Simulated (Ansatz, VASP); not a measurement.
Given: the input of a run of Ansatz 0.2.0 on TaN.

Contents of input.yaml:

```yaml
crystal:
  lattice:
    - [2.9956224723, 0.0, 0.0]
    - [-1.4978112361, 2.5942851611, 0.0]
    - [0.0, 0.0, 2.939543767]
  atoms:
    - { symbol: Ta, position: [0.0, 0.0, 0.5] }
    - { symbol: "N", position: [0.6666666667, 0.3333333333, 0.0] }
hamiltonian:
  xc: lda
  pseudopotentials: { kind: paw }
kpoints:
  mp_grid: { grid: [10, 10, 9] }
scf:
  occupations: { method: fermi_dirac, width: 0.05 }
output:
  forces: true
  stress: true
  eigenvalues: true
```

Potentials or basis: Ansatz PAW.

Run with:

```sh
$ ansatz run input.yaml --threads 2 --pin off --max-ram 5632MiB --backend cpu --events-out ev --progress --plain --runs-dir out
```

**Question.** Translate it to VASP 6.6.1. Potentials there: VASP PAW LDA potentials, release 64 (Ta_sv_GW, N).

**Answer.** As run (the cutoff follows the program's own potentials):

File INCAR:

```
SYSTEM = TaN
PREC = Accurate
ENCUT = 600
EDIFF = 1E-6
ISMEAR = -1
SIGMA = 0.05
LREAL = .False.
LASPH = .True.
NELM = 120
ALGO = Normal
ISIF = 2
LWAVE = .False.
LCHARG = .False.
GGA = CA
NBANDS = 16
GGA_COMPAT = .False.
```

Contents of KPOINTS:

```
Automatic mesh
0
Gamma
  10 10 9
  0 0 0
```

Contents of POSCAR:

```
TaN
1.0
    2.9956224723      0.0000000000      0.0000000000
   -1.4978112361      2.5942851611      0.0000000000
    0.0000000000      0.0000000000      2.9395437670
Ta N
1 1
Direct
    0.0000000000      0.0000000000      0.5000000000
    0.6666666667      0.3333333333      0.0000000000
```

Potentials or basis: VASP PAW LDA potentials, release 64 (Ta_sv_GW, N).

The run is started by

```bash
$ cat potpaw_LDA.64/Ta_sv_GW/POTCAR potpaw_LDA.64/N/POTCAR > POTCAR
$ mpirun -np 1 vasp_std > vasp.out
```

Both were run:

|  | VASP | Ansatz | Ansatz less VASP |
| --- | --- | --- | --- |
| gap on the k mesh at the Fermi level (eV) | none | none | - |
| pressure (GPa) | -27.7 | -28.5 | -0.82 |
| traceless stress, the component that is largest in VASP (GPa) | -2.36 | -2.40 | -0.046 |

LDA's correlation is that of Perdew and Zunger in VASP and of Perdew and Wang (1992) in Ansatz. A gap of «none» marks a metal or a gap that the smearing closes.

Spin-orbit coupling is off throughout.
